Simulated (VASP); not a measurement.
# NbAg3 (I4/mmm) in VASP: notebook, part 2 of 2

VASP 6.6.1. Earlier steps stand in the parts before.

## Step 3: Relaxation of cell and atoms, r2SCAN+U

File POSCAR:

```
NbAg3
1.0
    0.0000000000      4.1177915800      0.0000000000
    4.1177915800      0.0000000000      0.0000000000
    2.0588957900      2.0588957900     -4.1810765300
Ag Nb
3 1
Direct
    0.7500000000      0.2500000000      0.5000000000
    0.2500000000      0.7500000000      0.5000000000
    0.5000000000      0.5000000000      0.0000000000
    0.0000000000      0.0000000000      0.0000000000
```

File INCAR.step1:

```
SYSTEM = NbAg3
PREC = Accurate
ENCUT = 600
ISMEAR = -1
SIGMA = 0.1
LREAL = .False.
LASPH = .True.
NELM = 150
LMAXMIX = 4
LDAU = .True.
LDAUTYPE = 2
LDAUL = -1 2
LDAUU = 0 6
LDAUJ = 0 0
GGA = PE
ALGO = Normal
EDIFF = 1E-4
LWAVE = .True.
LCHARG = .False.
```

File INCAR.step2:

```
SYSTEM = NbAg3
PREC = Accurate
ENCUT = 600
EDIFF = 1E-6
ISMEAR = -1
SIGMA = 0.1
LREAL = .False.
LASPH = .True.
NELM = 150
ALGO = Normal
ISIF = 3
LWAVE = .False.
LCHARG = .False.
LMAXMIX = 4
LDAU = .True.
LDAUTYPE = 2
LDAUL = -1 2
LDAUU = 0 6
LDAUJ = 0 0
LDAUPRINT = 1
METAGGA = R2SCAN
LMIXTAU = .True.
IBRION = 2
NSW = 60
EDIFFG = -0.01
ISTART = 1
```

File KPOINTS:

```
regular mesh
0
Gamma
  5 5 5
  0 0 0
```

Potentials or basis: VASP PAW PBE potentials, release 64 (Ag, Nb_sv).

Started as:

```bash
$ cat potpaw_PBE.64/Ag/POTCAR potpaw_PBE.64/Nb_sv/POTCAR > POTCAR
$ cp INCAR.step1 INCAR
$ mpirun -np 1 vasp_std > vasp.out
$ cp INCAR.step2 INCAR
$ mpirun -np 1 vasp_std > vasp.out
```

OUTCAR:

```text
SYSTEM = NbAg3
   PREC = Accurate
   ENCUT = 600
   EDIFF = 1E-6
   ISMEAR = -1
   LREAL = .False.
   LASPH = .True.
   NELM = 150
   ISIF = 3
   METAGGA = R2SCAN
   IBRION = 2
   NSW = 60
   EDIFFG = -0.01
   ISTART = 1

 ion  position               nearest neighbor table
   1  0.750  0.250  0.500-   2 2.91   2 2.91   2 2.91   2 2.91   4 2.93   3 2.93   4 2.93   4 2.93
                             3 2.93   3 2.93   4 2.93   3 2.93
   2  0.250  0.750  0.500-   1 2.91   1 2.91   1 2.91   1 2.91   4 2.93   3 2.93   4 2.93   3 2.93
                             4 2.93   4 2.93   3 2.93   3 2.93
   3  0.500  0.500  0.000-   4 2.91   4 2.91   4 2.91   4 2.91   2 2.93   1 2.93   2 2.93   2 2.93
                             1 2.93   1 2.93   1 2.93   2 2.93
   4  0.000  0.000  0.000-   3 2.91   3 2.91   3 2.91   3 2.91   1 2.93   1 2.93   2 2.93   1 2.93
                             2 2.93   2 2.93   1 2.93   2 2.93

  LATTYP: Found a body centered tetragonal cell.
 ALAT       =     4.1177915800
 C/A-ratio  =     2.0307373255

[... 438 lines left out ...]
  o =  0.4230  v =  0.0000  0.0000  0.0000  0.0000  0.0000  1.0000  0.0000  0.0000  0.0000  0.0000      0.0000  0.0000  0.0000  0.0000  0.0000  0.0000  0.0000  0.0000  0.0000  0.0000
  o =  0.4230  v =  1.0000  0.0000  0.0000  0.0000  0.0000  0.0000  0.0000  0.0000  0.0000  0.0000      0.0000  0.0000  0.0000  0.0000  0.0000  0.0000  0.0000  0.0000  0.0000  0.0000

--------------------------------------- Ionic step        7  -------------------------------------------

 number of electron      45.9999995 magnetization

 Free energy of the ion-electron system (eV)
  ---------------------------------------------------
  ext. energy  EPLUGINS =         0.00000000
  ---------------------------------------------------
  free energy    TOTEN  =       -82.44741087 eV

  energy without entropy =      -82.37974372  energy(sigma->0) =      -82.41357730

 E-fermi :   9.5476     XC(G=0): -13.1744

 val. band max:        9.5209821649   @ k =   0.4000   0.4000   0.0000
 cond. band min:       9.5478306233   @ k =   0.2000   0.0000   0.0000
 fundamental gap:      0.0268484584
 Fermi energy:         9.5475680451

 k-point     1 :       0.0000    0.0000    0.0000
  band No.  band energies     occupation
      1     -49.4526      2.00000
      2     -25.0292      2.00000
      3     -24.4870      2.00000
      4     -24.4870      2.00000
      5       1.2426      2.00000
      6       2.6211      2.00000
[... 560 lines left out ...]
  FREE ENERGIE OF THE ION-ELECTRON SYSTEM (eV)
  ---------------------------------------------------
  free  energy   TOTEN  =       -82.4474108731 eV

  energy  without entropy=      -82.3797437224  energy(sigma->0) =      -82.41357730

 reached required accuracy - stopping structural energy minimisation
```

OUTCAR.step1:

```text
SYSTEM = NbAg3
   PREC = Accurate
   ENCUT = 600
   ISMEAR = -1
   LREAL = .False.
   LASPH = .True.
[... 768 lines left out ...]
      4.11779      2.05890     -2.09054        -0.000000     -0.000000     -0.000000
      2.05890      2.05890      0.00000        -0.000000     -0.000000      0.000000
      0.00000      0.00000      0.00000        -0.000000     -0.000000      0.000000
 -----------------------------------------------------------------------------------
    total drift:                                0.000000      0.000000     -0.000000

  FREE ENERGIE OF THE ION-ELECTRON SYSTEM (eV)
  ---------------------------------------------------
  free  energy   TOTEN  =       -11.9083048446 eV

  energy  without entropy=      -11.8187725270  energy(sigma->0) =      -11.86353869
```

OSZICAR.step1:

```text
N       E                     dE             d eps       ncg     rms          rms(c)
DAV:   1     0.425823262090E+03    0.42582E+03   -0.27155E+04   972   0.195E+03
DAV:   2     0.496977388361E+01   -0.42085E+03   -0.41080E+03  1103   0.522E+02
DAV:   3    -0.130346175906E+02   -0.18004E+02   -0.17300E+02  1445   0.929E+01
DAV:   4    -0.140294594639E+02   -0.99484E+00   -0.97785E+00  1465   0.193E+01
DAV:   5    -0.140614664503E+02   -0.32007E-01   -0.31895E-01  1443   0.322E+00    0.117E+01
DAV:   6    -0.119418437778E+02    0.21196E+01   -0.68972E+00  1348   0.219E+01    0.625E+00
DAV:   7    -0.118754869568E+02    0.66357E-01   -0.93972E-01  1696   0.714E+00    0.369E+00
DAV:   8    -0.118977867671E+02   -0.22300E-01   -0.12969E-01  1311   0.313E+00    0.485E-01
DAV:   9    -0.118969528013E+02    0.83397E-03   -0.32093E-02  1567   0.162E+00    0.284E-01
DAV:  10    -0.118990263376E+02   -0.20735E-02   -0.26011E-03  1408   0.456E-01    0.224E-01
DAV:  11    -0.119041634921E+02   -0.51372E-02   -0.92380E-03  1422   0.670E-01    0.143E-01
DAV:  12    -0.119066929663E+02   -0.25295E-02   -0.71005E-03  1468   0.589E-01    0.960E-02
DAV:  13    -0.119075274429E+02   -0.83448E-03   -0.23720E-03  1311   0.329E-01    0.553E-02
DAV:  14    -0.119081233949E+02   -0.59595E-03   -0.32726E-03  1457   0.373E-01    0.322E-02
DAV:  15    -0.119082972889E+02   -0.17389E-03   -0.15085E-03  1231   0.262E-01    0.156E-02
DAV:  16    -0.119083048446E+02   -0.75557E-05   -0.31592E-05   592   0.462E-02
   1 F= -.11908305E+02 E0= -.11863539E+02  d E =-.895323E-01
```

Run time: 14 min. Hardware: 1 thread of AMD EPYC 9R45 (Zen 5), shared host; peak memory 0.24 GiB.

Results:

| Quantity | Value |
| --- | --- |
| Free energy | -82.4474 eV |
| Relaxed volume | 17.71 Å³/atom |
| Relaxed cell | a = 4.215 Å, b = 4.215 Å, c = 4.978 Å, α = 64.96°, β = 64.96°, γ = 90.00° |
| Space group after relaxing (to 0.1 Å) | I4/mmm (No. 139) |
| Energy gained by relaxing | 8.5 meV/atom |
| Ionic steps | 7 |
| Pressure after relaxing | 0.0 GPa |
| Band gap on the k mesh | zero (bands 23 and 24 overlap by 1.06 eV) |

The path:
| step | energy change (eV) | largest force (eV/Å) | pressure (GPa) | volume (Å³) |
| --- | --- | --- | --- | --- |
| 1 | 0.0000 | 0.0000 | 0.88 | 70.90 |
| 2 | -0.0151 | 0.0000 | -1.06 | 71.89 |
| 3 | -0.0158 | 0.0000 | -1.59 | 72.16 |
| 4 | -0.0269 | 0.0000 | -0.92 | 71.60 |
| 5 | -0.0337 | 0.0000 | 0.04 | 70.84 |
| 6 | -0.0339 | 0.0000 | 0.28 | 70.68 |
| 7 | -0.0342 | 0.0000 | -0.03 | 70.82 |

Final structure:
```xyz
4
Lattice="0.0000 4.2146 0.0000 4.2146 0.0000 0.0000 2.1073 2.1073 -3.9872" Properties=species:S:1:pos:R:3 pbc="T T T"
Ag    2.1073    4.2146   -1.9936
Ag    4.2146    2.1073   -1.9936
Ag    2.1073    2.1073    0.0000
Nb    0.0000    0.0000    0.0000
```

Eigenvalues of the final occupation matrices:
```
    site  spin  trace               eigenvalues
site 4 d     1   0.96  0.09 0.11 0.17 0.17 0.42
site 4 d     2   0.96  0.09 0.11 0.17 0.17 0.42
```

Caveat: the PAW data sets were made with another functional, which shifts forces and pressure a little; U without spin polarisation on a metal has little footing; the U is typed as a test and isn't derived for this compound.

The gap in the log of VASP goes by the Fermi energy; the results here count the filled bands.